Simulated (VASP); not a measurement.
Write the native input for VASP 6.6.1 that does the following.

```yaml
Task: single point
Functional: r2SCAN
Potentials_or_basis: VASP PAW PBE potentials, release 64 (Be)
Cutoff: 660 eV
k_mesh: 26 × 26 × 26
Occupations: gaussian, width 0.05 eV
Spin: no spin polarisation
Dipole_correction: no
Further_INCAR_settings: ALGO = Normal; EDIFF = 1e-06; NBANDS = 7
```

Crystal: Be.

```
Be
1.0
    -1.13327    1.13327    1.13327
     1.13327   -1.13327    1.13327
     1.13327    1.13327   -1.13327
Be
1
Cartesian
  0.0000 0.0000 0.0000
```

This isn't the form of Be at room conditions, which is hcp.

One way to write it, as run:

POSCAR

```
Be
1.0
   -1.1332710052      1.1332710052      1.1332710052
    1.1332710052     -1.1332710052      1.1332710052
    1.1332710052      1.1332710052     -1.1332710052
Be
1
Direct
    0.0000000000      0.0000000000      0.0000000000
```

INCAR.step1

```
SYSTEM = Be
PREC     = Accurate       ! precision mode
ENCUT    = 660            ! plane-wave cutoff, eV
ISMEAR   = 0              ! smearing method
SIGMA    = 0.05           ! smearing width, eV
LREAL    = .FALSE.        ! projectors in reciprocal space
LASPH    = .TRUE.         ! aspherical terms in the spheres
NELM     = 120            ! most SCF steps
NBANDS   = 7              ! bands
GGA      = PE             ! functional
ALGO     = Normal         ! electronic algorithm
EDIFF    = 1E-5           ! SCF threshold, eV
LWAVE    = .TRUE.         ! write WAVECAR
LCHARG   = .FALSE.        ! write CHGCAR
GGA_COMPAT= .FALSE.
```

INCAR.step2

```
SYSTEM = Be
PREC     = Accurate       ! precision mode
ENCUT    = 660            ! plane-wave cutoff, eV
EDIFF    = 1E-6           ! SCF threshold, eV
ISMEAR   = 0              ! smearing method
SIGMA    = 0.05           ! smearing width, eV
LREAL    = .FALSE.        ! projectors in reciprocal space
LASPH    = .TRUE.         ! aspherical terms in the spheres
NELM     = 120            ! most SCF steps
ALGO     = Normal         ! electronic algorithm
ISIF     = 2              ! what is computed and relaxed
LWAVE    = .FALSE.        ! write WAVECAR
LCHARG   = .TRUE.         ! write CHGCAR
METAGGA  = R2SCAN         ! meta-GGA
LMIXTAU  = .TRUE.       
LELF     = .TRUE.         ! ELF
LVHAR    = .TRUE.       
NBANDS   = 7              ! bands
ISTART   = 1            
GGA_COMPAT= .FALSE.
```

KPOINTS

```
regular mesh
0
G
  26 26 26
  0 0 0
```

Potentials or basis: VASP PAW PBE potentials, release 64 (Be).

Launch:

```bash
$ cat potpaw_PBE.64/Be/POTCAR > POTCAR
$ cp INCAR.step1 INCAR
$ mpirun -np 1 vasp_std > vasp.out
$ cp INCAR.step2 INCAR
$ mpirun -np 1 vasp_std > vasp.out
```

Results of the run:

The pressure is 60.5 GPa and the band gap on the k mesh is zero (bands 1 and 2 overlap by 7.32 eV).

Caveat: the cell stands under pressure; the PAW data sets were made with another functional, which shifts forces and pressure a little.

Run time: 26 s on 1 thread of Intel(R) Xeon(R) Platinum 8375C CPU @ 2.90GHz (Ice Lake) (shared host), peak memory 0.13 GiB.
